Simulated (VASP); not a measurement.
**RbBr: single point with PBE**

The system is RbBr.

```
CELL_PARAMETERS angstrom
0.00000 3.54492 3.46083
3.54492 0.00000 3.46083
3.54492 3.54492 0.00000
ATOMIC_POSITIONS crystal
Rb 0.00000 0.00000 0.00000
Br 0.50000 0.50000 0.50000
```

This cell differs from its parent crystal: biaxial xy strain +2.4%.

| Property | Result |
| --- | --- |
| Program | VASP 6.6.1 |
| Task | single point |
| Functional | PBE |
| Potentials or basis | VASP PAW PBE potentials, release 64 (Rb_sv, Br) |
| Cutoff | 520 eV |
| k mesh | 6 × 6 × 6 |
| Occupations | fermi-dirac, width 0.02 eV |
| Spin | no spin polarisation |
| Dipole correction | no |
| Further INCAR settings | ALGO = Normal; EDIFF = 1e-06; NBANDS = 15 |

* Pressure: 0.0 GPa
* Band gap on the k mesh: 4.16 eV

Stress tensor (GPa, compression positive):
```
-0.23  0.00  0.00
 0.00 -0.23  0.00
 0.00  0.00  0.33
```

Levels at points of the mesh, in eV from the valence-band top:
| k point | band 6 | band 7 | band 8 | band 9 | band 10 | band 11 |
| --- | --- | --- | --- | --- | --- | --- |
| (0.00, 0.00, 0.00) | -0.02 | -0.02 | 0.00 | 4.16 | 7.19 | 7.19 |
| (0.50, 0.00, 0.00) | -0.88 | -0.31 | -0.30 | 6.60 | 7.42 | 9.22 |
| (0.50, 0.50, 0.00) | -0.44 | -0.18 | -0.18 | 5.64 | 6.85 | 8.86 |
| (0.50, 0.00, 0.50) | -0.47 | -0.16 | -0.15 | 5.67 | 6.81 | 8.76 |

Run time: 26 s on 1 thread of Intel(R) Xeon(R) 6975P-C (Granite Rapids), on a shared host, peak memory 0.24 GiB.

Caveat: the cell differs from its parent crystal (biaxial xy strain +2.4%).
